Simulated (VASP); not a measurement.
# Ge (I4_1/amd) in VASP: settings compared

Ge is run at these levels: revPBE+D4, PBE; tasks: relaxation of cell and atoms.

Everything below comes from runs of VASP 6.6.1. Logs are shortened: lines on timing, memory, paths and dates and some standing lists are left out, and cuts for length are marked.

## (1) The cell of the first run

The structure is tetragonal, space group I4_1/amd (No. 141). Conventional cell: a = 5.149 Å, b = 5.149 Å, c = 2.795 Å, α = 90.00°, β = 90.00°, γ = 90.00°. Ge (site symmetry -4m2) has 10 Ge at 2.67 to 3.32 Å within 3.5 Å.

## (2) Relaxation of cell and atoms, revPBE+D4

INCAR

```
SYSTEM = Ge
ALGO = Normal ; EDIFF = 1E-6
EDIFFG = -0.005 ; ENCUT = 600
GGA = RE ; IBRION = 2
ISIF = 3 ; ISMEAR = -1
IVDW = 13 ; LASPH = .TRUE.
LCHARG = .FALSE. ; LREAL = .FALSE.
LWAVE = .FALSE. ; NELM = 80
NSW = 80 ; PREC = Accurate
SIGMA = 0.05
```

KPOINTS

```
k-points
0
G
  11 11 11
  0 0 0
```

POSCAR

```
Ge
1.0
   -2.5744897190      2.5744897190      1.3974126432
    2.5744897190     -2.5744897190      1.3974126432
    2.5744897190      2.5744897190     -1.3974126432
Ge
2
Direct
    0.5000000000      0.5000000000      0.0000000000
    0.2500000000      0.7500000000      0.5000000000
```

Potentials or basis: VASP PAW PBE potentials, release 64 (Ge_d).

On the command line:

```
$ cat potpaw_PBE.64/Ge_d/POTCAR > POTCAR
$ mpirun -np 1 vasp_std > vasp.out
```

OUTCAR:

```text
SYSTEM = Ge
   EDIFF = 1E-6
   EDIFFG = -0.005
   ENCUT = 600
   GGA = RE
   IBRION = 2
   ISIF = 3
   ISMEAR = -1
   IVDW = 13
   LASPH = .TRUE.
   LREAL = .FALSE.
   NELM = 80
   NSW = 80
   PREC = Accurate

 ion  position               nearest neighbor table
   1  0.500  0.500  0.000-   2 2.67   2 2.67   2 2.67   2 2.67
   2  0.250  0.750  0.500-   1 2.67   1 2.67   1 2.67   1 2.67

  LATTYP: Found a body centered tetragonal cell.
 ALAT       =     5.1489794380
 C/A-ratio  =     0.5427920853

  Lattice vectors:

 A1 = (  -2.5744897190,   2.5744897190,   1.3974126432)
 A2 = (   2.5744897190,  -2.5744897190,   1.3974126432)
 A3 = (   2.5744897190,   2.5744897190,  -1.3974126432)

Analysis of symmetry for initial positions (statically):
=====================================================================
 Subroutine PRICEL returns:
 Original cell was already a primitive cell.

 Routine SETGRP: Setting up the symmetry group for a
 body centered tetragonal supercell.

 Subroutine GETGRP returns: Found 16 space group operations
 (whereof  8 operations were pure point group operations)
 out of a pool of 16 trial point group operations.

The static configuration has the point symmetry D_2d.
 The point group associated with its full space group is D_4h.

Analysis of symmetry for dynamics (positions and initial velocities):
=====================================================================
 Subroutine PRICEL returns:
 Original cell was already a primitive cell.

 Routine SETGRP: Setting up the symmetry group for a
 body centered tetragonal supercell.

 Subroutine GETGRP returns: Found 16 space group operations
 (whereof  8 operations were pure point group operations)
 out of a pool of 16 trial point group operations.

The dynamic configuration has the point symmetry D_2d.
 The point group associated with its full space group is D_4h.

 Subroutine INISYM returns: Found 16 space group operations
 (whereof  8 operations are pure point group operations),
 and found     1 'primitive' translations

----------------------------------------------------------------------------------------

                                     Primitive cell

  volume of cell :      37.0482

  direct lattice vectors                    reciprocal lattice vectors
    -2.574489719  2.574489719  1.397412643     0.000000000  0.194213244  0.357804119
     2.574489719 -2.574489719  1.397412643     0.194213244  0.000000000  0.357804119
     2.574489719  2.574489719 -1.397412643     0.194213244  0.194213244  0.000000000

  length of vectors
     3.899840602  3.899840602  3.899840602     0.407114937  0.407114937  0.274659004

  position of ions in fractional coordinates (direct lattice)
     0.500000000  0.500000000  0.000000000
     0.250000000  0.750000000  0.500000000

  ion indices of the primitive-cell ions
   primitive index   ion index
                 1           1
                 2           2

----------------------------------------------------------------------------------------

 KPOINTS: k-points

Automatic generation of k-mesh.
 Grid dimensions read from file:
 generate k-points for:   11   11   11

 Generating k-lattice:

  Cartesian coordinates                     Fractional coordinates (reciprocal lattice)
     0.000000000  0.017655749  0.032527647     0.090909091 -0.000000000  0.000000000
     0.017655749  0.000000000  0.032527647    -0.000000000  0.090909091  0.000000000
     0.017655749  0.017655749  0.000000000     0.000000000  0.000000000  0.090909091

  Length of vectors
     0.037010449  0.037010449  0.024969000

  Shift w.r.t. Gamma in fractional coordinates (k-lattice)
     0.000000000  0.000000000  0.000000000

 Subroutine IBZKPT returns following result:
 ===========================================

 Found    126 irreducible k-points:

 Following reciprocal coordinates:
            Coordinates               Weight
  0.000000  0.000000  0.000000      1.000000
  0.090909  0.000000 -0.000000      8.000000
  0.181818  0.000000 -0.000000      8.000000
  0.272727  0.000000  0.000000      8.000000
  0.363636  0.000000 -0.000000      8.000000
  0.454545  0.000000 -0.000000      8.000000
[... 16 lines left out ...]
 -0.272727  0.181818  0.000000     16.000000
 -0.181818  0.181818  0.000000      4.000000
 [... further k-points ...]
   k-points           NKPTS =    126   k-points in BZ     NKDIM =    126   number of bands    NBANDS=     18
   number of dos      NEDOS =    301   number of ions     NIONS =      2
   total plane-waves  NPLWV =  32768
   dimension x,y,z NGX =    32 NGY =   32 NGZ =   32
   dimension x,y,z NGXF=    64 NGYF=   64 NGZF=   64
   ions per type =               2
   NGX,Y,Z   is equivalent  to a cutoff of  13.64, 13.64, 13.64 a.u.
   NGXF,Y,Z  is equivalent  to a cutoff of  27.28, 27.28, 27.28 a.u.
 SYSTEM =  Ge
   PREC   = accura    normal or accurate (medium, high low for compatibility)
   ISTART =      0    job   : 0-new  1-cont  2-samecut
   ICHARG =      2    charge: 1-file 2-atom 10-const
   ISPIN  =      1    spin polarized calculation?
   LNONCOLLINEAR =      F non collinear calculations
   LSORBIT =      F    spin-orbit coupling
   LASPH  =      T    aspherical Exc in radial PAW
   ENCUT  =  600.0 eV  44.10 Ry    6.64 a.u.   7.79  7.79  7.79*2*pi/ulx,y,z
   NELM   =     80;   NELMIN=  2; NELMDL= -5     # of ELM steps
   EDIFF  = 0.1E-05   stopping-criterion for ELM
   LREAL  =      F    real-space projection
   EDIFFG = -.5E-02   stopping-criterion for IOM
   NSW    =     80    number of steps for IOM
   IBRION =      2    ionic relax: 0-MD 1-quasi-New 2-CG
   NFREE  =      1    steps in history (QN), initial steepest desc. (CG)
   ISIF   =      3    stress and relaxation
   ISYM   =      2    0-nonsym 1-usesym 2-fastsym
   POTIM  = 0.5000    time-step for ionic-motion
   TEBEG  =    0.0;   TEEND  =   0.0 temperature during run
   PSTRESS=    0.0 pullay stress
   NELECT =      28.0000    total number of electrons
   NUPDOWN=      -1.0000    fix difference up-down
   EMIN   =  10.00;   EMAX   =-10.00  energy-range for DOS
   EFERMI =   0.00;   METHOD = LEGACY
   ISMEAR =    -1;   SIGMA  =   0.05  broadening in eV -4-tet -1-fermi 0-gaus
   EFERMI_NEDOS =   21; number of points for ismear=-14 and -15
   IALGO  =     38    algorithm
   IMIX   =      4    mixing-type and parameters
     AMIX     =   0.40;   BMIX     =  1.00
     AMIX_MAG =   1.60;   BMIX_MAG =  1.00
  volume/ion in A,a.u.               =      18.52       125.01
  Fermi-wavevector in a.u.,A,eV,Ry     =   1.491209  2.817976 30.255333  2.223704
  Thomas-Fermi vector in A             =   2.603893
   LORBIT       =      0    0 simple, 1 ext, 2 COOP (PROOUT), +10 PAW based schemes
   GGA     = RE    functional components
   LHFCALC =     F    Hartree Fock is set to
   AEXX    =    0.0000 exact exchange contribution
   IVDW    =    13    specifies the selected vdW correction
   LEPSILON=     F    determine dielectric tensor
   LRPA    =     F    only Hartree local field effects (RPA)
 conjugate gradient relaxation of ions
 non-spin polarized calculation
  energy-cutoff  :      600.00
  volume of cell :       37.05
 maximum number of plane-waves:      1258
   NGX = 15   NGY = 15   NGZ = 15

--------------------------------------- Ionic step        1  -------------------------------------------

 number of electron      28.0000000 magnetization

 Free energy of the ion-electron system (eV)
  ---------------------------------------------------
  ext. energy  EPLUGINS =         0.00000000
  ---------------------------------------------------
  free energy    TOTEN  =        -7.93448569 eV

  energy without entropy =       -7.92644445  energy(sigma->0) =       -7.93046507

------------------------ aborting loop because EDIFF is reached ----------------------------------------

  DFT-D4 for vdW energy calculation

  Edisp (eV):   -1.30746

  FORCE on cell =-STRESS in cart. coord.  units (eV):
  Direction    XX          YY          ZZ          XY          YZ          ZX
  --------------------------------------------------------------------------------------
  -------------------------------------------------------------------------------------
  Total      -0.20737    -0.20737    -0.23753     0.00000     0.00000     0.00000
  in kB      -8.96792    -8.96792   -10.27206     0.00000     0.00000     0.00000
  external pressure =       -9.40 kB  Pullay stress =        0.00 kB

 VOLUME and BASIS-vectors are now :
 -----------------------------------------------------------------------------
  energy-cutoff  :      600.00
  volume of cell :       37.05
      direct lattice vectors                 reciprocal lattice vectors
    -2.574489719  2.574489719  1.397412643     0.000000000  0.194213244  0.357804119
     2.574489719 -2.574489719  1.397412643     0.194213244  0.000000000  0.357804119
     2.574489719  2.574489719 -1.397412643     0.194213244  0.194213244  0.000000000
[... 241 lines left out ...]
 POSITION                                       TOTAL-FORCE (eV/Angst)
 -----------------------------------------------------------------------------------
      0.00000      0.00000      1.39213        -0.000000      0.000000     -0.000000
      2.56690      0.00000      0.69607         0.000000     -0.000000      0.000000
 -----------------------------------------------------------------------------------
    total drift:                               -0.000000     -0.000000      0.000000

  FREE ENERGIE OF THE ION-ELECTRON SYSTEM (eV)
  ---------------------------------------------------
  free  energy   TOTEN  =        -9.2428865595 eV

  energy  without entropy=       -9.2347941533  energy(sigma->0) =       -9.23884036

--------------------------------------- Ionic step        8  -------------------------------------------

 number of electron      27.9999997 magnetization

 Free energy of the ion-electron system (eV)
  ---------------------------------------------------
  ext. energy  EPLUGINS =         0.00000000
  ---------------------------------------------------
  free energy    TOTEN  =        -7.92338057 eV

  energy without entropy =       -7.91525496  energy(sigma->0) =       -7.91931777

 E-fermi :   7.0304     XC(G=0): -11.2917

 val. band max:        7.0129448584   @ k =   0.4545   0.2727   0.0909
 cond. band min:       7.0578465927   @ k =  -0.1818  -0.4545   0.0909
 fundamental gap:      0.0449017344
 Fermi energy:         7.0304379138

 k-point     1 :       0.0000    0.0000    0.0000
  band No.  band energies     occupation
      1     -17.8150      2.00000
      2     -17.7725      2.00000
      3     -17.7399      2.00000
      4     -17.7387      2.00000
      5     -17.6306      2.00000
      6     -17.6306      2.00000
[... 10 lines left out ...]
     17      14.6797      0.00000
     18      15.2758      0.00000
[... 463 lines left out ...]
 k-point    24 :      -0.1818    0.1818    0.0000
  band No.  band energies     occupation
      1     -17.7974      2.00000
      2     -17.7753      2.00000
      3     -17.7493      2.00000
      4     -17.7229      2.00000
      5     -17.6387      2.00000
      6     -17.6226      2.00000
[... 10 lines left out ...]
     17      13.0583      0.00000
     18      15.1843      0.00000

 [... further k-points ...]

------------------------ aborting loop because EDIFF is reached ----------------------------------------

  DFT-D4 for vdW energy calculation

  Edisp (eV):   -1.31951

  FORCE on cell =-STRESS in cart. coord.  units (eV):
  Direction    XX          YY          ZZ          XY          YZ          ZX
  --------------------------------------------------------------------------------------
  -------------------------------------------------------------------------------------
  Total       0.00148     0.00148    -0.00104     0.00000     0.00000     0.00000
  in kB       0.06450     0.06450    -0.04531     0.00000     0.00000     0.00000
  external pressure =        0.03 kB  Pullay stress =        0.00 kB

 VOLUME and BASIS-vectors are now :
 -----------------------------------------------------------------------------
  energy-cutoff  :      600.00
  volume of cell :       36.69
      direct lattice vectors                 reciprocal lattice vectors
    -2.567262284  2.567262284  1.391663857     0.000000000  0.194759999  0.359282162
     2.567262284 -2.567262284  1.391663857     0.194759999  0.000000000  0.359282162
     2.567262284  2.567262284 -1.391663857     0.194759999  0.194759999  0.000000000

 POSITION                                       TOTAL-FORCE (eV/Angst)
 -----------------------------------------------------------------------------------
      0.00000      0.00000      1.39166        -0.000000     -0.000000     -0.000000
      2.56726     -0.00000      0.69583         0.000000      0.000000      0.000000
 -----------------------------------------------------------------------------------
    total drift:                               -0.000000     -0.000000     -0.000000

  FREE ENERGIE OF THE ION-ELECTRON SYSTEM (eV)
  ---------------------------------------------------
  free  energy   TOTEN  =        -9.2428890640 eV

  energy  without entropy=       -9.2347634588  energy(sigma->0) =       -9.23882626

 reached required accuracy - stopping structural energy minimisation
```

Run time: 2.4 min. Hardware: 1 thread of Intel Xeon 6975P-C (Granite Rapids), shared host; peak memory 0.24 GiB.

Results:

```
Free energy                           : -9.2429 eV
Relaxed volume                        : 18.34 Å³/atom
Relaxed cell                          : a = 3.888 Å, b = 3.888 Å, c = 3.888 Å, α = 97.36°, β = 97.36°, γ = 138.06°
Space group after relaxing (to 0.1 Å) : I4_1/amd (No. 141)
Energy gained by relaxing             : 0.5 meV/atom
Ionic steps                           : 8
Pressure after relaxing               : 0.0 GPa
Band gap on the k mesh                : zero (bands 14 and 15 overlap by 4.78 eV)
Dispersion energy per atom            : -0.660 eV
```

Step by step:
```tsv
step	energy change (eV)	largest force (eV/Å)	pressure (GPa)	volume (Å³)
1	0.0000	0.0000	-0.94	37.05
2	-0.0007	0.0000	0.28	36.47
3	-0.0009	0.0000	-0.04	36.70
4	-0.0009	0.0000	0.02	36.67
5	-0.0009	0.0000	0.06	36.68
6	-0.0009	0.0000	-0.06	36.69
7	-0.0009	0.0000	-0.01	36.69
8	-0.0009	0.0000	0.00	36.69
```

Final structure:
```cif
data_structure
_symmetry_space_group_name_H-M 'P 1'
_symmetry_Int_Tables_number 1
_cell_length_a 3.8882
_cell_length_b 3.8882
_cell_length_c 3.8882
_cell_angle_alpha 97.360
_cell_angle_beta 97.360
_cell_angle_gamma 138.055
_cell_volume 36.69
loop_
_atom_site_label
_atom_site_type_symbol
_atom_site_fract_x
_atom_site_fract_y
_atom_site_fract_z
_atom_site_occupancy
Ge1 Ge 0.50000 0.50000 0.00000 1
Ge2 Ge 0.25000 0.75000 0.50000 1
```

Caveat: the PAW data sets were made with another functional, which shifts forces and pressure a little.

## (3) Relaxation of cell and atoms, PBE

INCAR

```
SYSTEM = Ge
ALGO = Normal
EDIFF = 1E-6
EDIFFG = -0.02
ENCUT = 600
GGA = PE
IBRION = 2
ISIF = 3
ISMEAR = -1
LASPH = .TRUE.
LCHARG = .FALSE.
LREAL = .FALSE.
LWAVE = .FALSE.
NELM = 60
NSW = 80
PREC = Accurate
SIGMA = 0.05
```

KPOINTS is that of step 2.

POSCAR is that of step 2.

Potentials or basis: VASP PAW PBE potentials, release 64 (Ge_d).

On the command line:

```
$ cat potpaw_PBE.64/Ge_d/POTCAR > POTCAR
$ mpirun -np 1 vasp_std > vasp.out
```

OUTCAR:

```text
SYSTEM = Ge
   EDIFF = 1E-6
   EDIFFG = -0.02
   ENCUT = 600
   GGA = PE
   IBRION = 2
   ISIF = 3
   ISMEAR = -1
   LASPH = .TRUE.
   LREAL = .FALSE.
   NELM = 60
   NSW = 80
   PREC = Accurate

 ion  position               nearest neighbor table
   1  0.500  0.500  0.000-   2 2.67   2 2.67   2 2.67   2 2.67
   2  0.250  0.750  0.500-   1 2.67   1 2.67   1 2.67   1 2.67

  LATTYP: Found a body centered tetragonal cell.
 ALAT       =     5.1489794380
 C/A-ratio  =     0.5427920853

  Lattice vectors:

 A1 = (  -2.5744897190,   2.5744897190,   1.3974126432)
 A2 = (   2.5744897190,  -2.5744897190,   1.3974126432)
 A3 = (   2.5744897190,   2.5744897190,  -1.3974126432)

Analysis of symmetry for initial positions (statically):
=====================================================================
 Subroutine PRICEL returns:
 Original cell was already a primitive cell.

 Routine SETGRP: Setting up the symmetry group for a
 body centered tetragonal supercell.

[... 173 lines left out ...]
  Direction    XX          YY          ZZ          XY          YZ          ZX
  --------------------------------------------------------------------------------------
  -------------------------------------------------------------------------------------
  Total        0.7333268      0.7333268      0.6897752      0.0000000      0.0000000      0.0000000
  in kB       31.7132799     31.7132799     29.8298580      0.0000000      0.0000000      0.0000000
  external PRESSURE =      31.0854726 kB  Pullay stress =       0.0000000 kB
[... 239 lines left out ...]
--------------------------------------- Ionic step        8  -------------------------------------------

 number of electron      28.0000023 magnetization

 Free energy of the ion-electron system (eV)
  ---------------------------------------------------
  ext. energy  EPLUGINS =         0.00000000
  ---------------------------------------------------
  free energy    TOTEN  =        -8.58102747 eV

  energy without entropy =       -8.57328747  energy(sigma->0) =       -8.57715747

 E-fermi :   6.3359     XC(G=0): -11.1052

 val. band max:        6.3357316151   @ k =  -0.4545   0.0909   0.0000
 cond. band min:       6.3626787565   @ k =   0.2727   0.0909   0.0909
 fundamental gap:      0.0269471414
 Fermi energy:         6.3358598559

 k-point     1 :       0.0000    0.0000    0.0000
  band No.  band energies     occupation
      1     -18.3814      2.00000
      2     -18.3455      2.00000
      3     -18.3159      2.00000
      4     -18.3130      2.00000
      5     -18.2223      2.00000
      6     -18.2223      2.00000
[... 481 lines left out ...]
      5     -18.2293      2.00000
      6     -18.2154      2.00000
[... 10 lines left out ...]
     17      12.0950      0.00000
     18      14.1115      0.00000

 [... further k-points ...]

------------------------ aborting loop because EDIFF is reached ----------------------------------------

  FORCE on cell =-STRESS in cart. coord.  units (eV):
  Direction    XX          YY          ZZ          XY          YZ          ZX
  --------------------------------------------------------------------------------------
  -------------------------------------------------------------------------------------
  Total        0.0230782      0.0230782     -0.0166333      0.0000000      0.0000000      0.0000000
  in kB        0.9562464      0.9562464     -0.6892008      0.0000000      0.0000000      0.0000000
  external PRESSURE =       0.4077640 kB  Pullay stress =       0.0000000 kB
[... 17 lines left out ...]
  FREE ENERGIE OF THE ION-ELECTRON SYSTEM (eV)
  ---------------------------------------------------
  free  energy   TOTEN  =        -8.5810274664 eV

  energy  without entropy=       -8.5732874709  energy(sigma->0) =       -8.57715747

 reached required accuracy - stopping structural energy minimisation
```

Run time: 2.4 min. Hardware: 1 thread of Intel Xeon 6975P-C (Granite Rapids), shared host; peak memory 0.25 GiB.

What came out:

* Free energy: -8.5810 eV
* Relaxed volume: 19.33 Å³/atom
* Relaxed cell: a = 3.958 Å, b = 3.958 Å, c = 3.958 Å, α = 97.35°, β = 97.35°, γ = 138.08°
* Space group after relaxing (to 0.1 Å): I4_1/amd (No. 141)
* Energy gained by relaxing: 8.1 meV/atom
* Ionic steps: 8
* Pressure after relaxing: 0.0 GPa
* Band gap on the k mesh: zero (bands 14 and 15 overlap by 4.40 eV)

The path:
| step | energy change (eV) | largest force (eV/Å) | pressure (GPa) | volume (Å³) |
| --- | --- | --- | --- | --- |
| 1 | 0.0000 | 0.0000 | 3.11 | 37.05 |
| 2 | -0.0156 | 0.0000 | -0.26 | 39.01 |
| 3 | -0.0161 | 0.0000 | -0.22 | 38.81 |
| 4 | -0.0161 | 0.0000 | 0.12 | 38.69 |
| 5 | -0.0161 | 0.0000 | -0.12 | 38.73 |
| 6 | -0.0162 | 0.0000 | 0.38 | 38.65 |
| 7 | -0.0162 | 0.0000 | -0.07 | 38.67 |
| 8 | -0.0162 | 0.0000 | 0.04 | 38.67 |

Final structure:
```
CELL_PARAMETERS angstrom
-2.61324 2.61324 1.41555
2.61324 -2.61324 1.41555
2.61324 2.61324 -1.41555
ATOMIC_POSITIONS crystal
Ge 0.50000 0.50000 0.00000
Ge 0.25000 0.75000 0.50000
```

The gap in the log of VASP goes by the Fermi energy; the results here count the filled bands.